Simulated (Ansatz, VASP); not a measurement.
## Sn2Se in VASP and in Ansatz

```
CELL_PARAMETERS angstrom
3.24841 0.00000 0.00000
-1.62420 2.81320 0.00000
0.00000 0.00000 8.87827
ATOMIC_POSITIONS crystal
Sn 0.00000 0.00000 0.81791
Sn 0.00000 0.00000 0.18209
Se 0.00000 0.00000 0.50000
```

Alike in both runs: functional PBE; k mesh 18 × 18 × 6; occupations gaussian, width 0.1 eV; no spin polarisation.

Ansatz relaxed the structure, and its values are those at the end. VASP's run is a single point on that final structure, the one shown.

|  | VASP | Ansatz |
| --- | --- | --- |
| version | VASP 6.6.1 | Ansatz 0.2.0 |
| potentials or method | VASP PAW PBE potentials, release 64 (Sn_d, Se), cutoff 520 eV | scalar-relativistic, plane waves, PAW |
| valence electrons in the cell | 34 | 44 |

```csv
,VASP,Ansatz,Ansatz less VASP
gap on the k mesh at the Fermi level (eV),none,none,-
pressure (GPa),0.0,0.0,+0.03
```

A gap of «none» marks a metal or a gap that the smearing closes. VASP's potentials hold 34 valence electrons a cell and Ansatz's 44, so a difference there can come from the potentials and not from the codes.
